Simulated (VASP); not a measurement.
A run of VASP 6.6.1 is set up as follows.

The input INCAR:

```
SYSTEM = Nb
  PREC = Accurate
  ENCUT = 520
  EDIFF = 1E-7
  ISMEAR = -1
  SIGMA = 0.05
  LREAL = .FALSE.
  LASPH = .TRUE.
  NELM = 60
  ALGO = Normal
  ISIF = 2
  LWAVE = .FALSE.
  LCHARG = .TRUE.
  GGA = PS
  LELF = .TRUE.
  LVHAR = .TRUE.
  NBANDS = 20
```

The input KPOINTS:

```
regular mesh
0
G
  9 9 9
  0 0 0
```

Contents of POSCAR:

```
Nb
1.0
    0.0000000000      2.8296800281      2.8296800281
    2.8296800281      0.0000000000      2.8296800281
    2.8296800281      2.8296800281      0.0000000000
Nb
2
Direct
   -0.2375000000     -0.0875000000     -0.0875000000
    0.2375000000      0.0875000000      0.0875000000
```

Potentials or basis: VASP PAW PBE potentials, release 64 (Nb_sv).

Run with:

```sh
$ cat potpaw_PBE.64/Nb_sv/POTCAR > POTCAR
$ mpirun -np 1 vasp_std > vasp.out
```

**Question.** Estimate the largest force.

**Answer.** 27.740 eV/Å.

**Question.** Estimate the band gap on the k mesh.

**Answer.** Zero (bands 13 and 14 overlap by 1.72 eV).

**Question.** What does it give for the pressure?

**Answer.** 61.9 GPa.

Stress tensor (GPa, compression positive):
```
 61.87 -62.71 -62.71
-62.71  61.87  62.71
-62.71  62.71  61.87
```

Caveat: the cell differs from its parent crystal (shortest bond scaled by 0.7); atoms lie so close that the PAW spheres overlap strongly, which falsifies energies and pressures; the cell stands under pressure; the PAW data sets were made with another functional, which shifts forces and pressure a little.
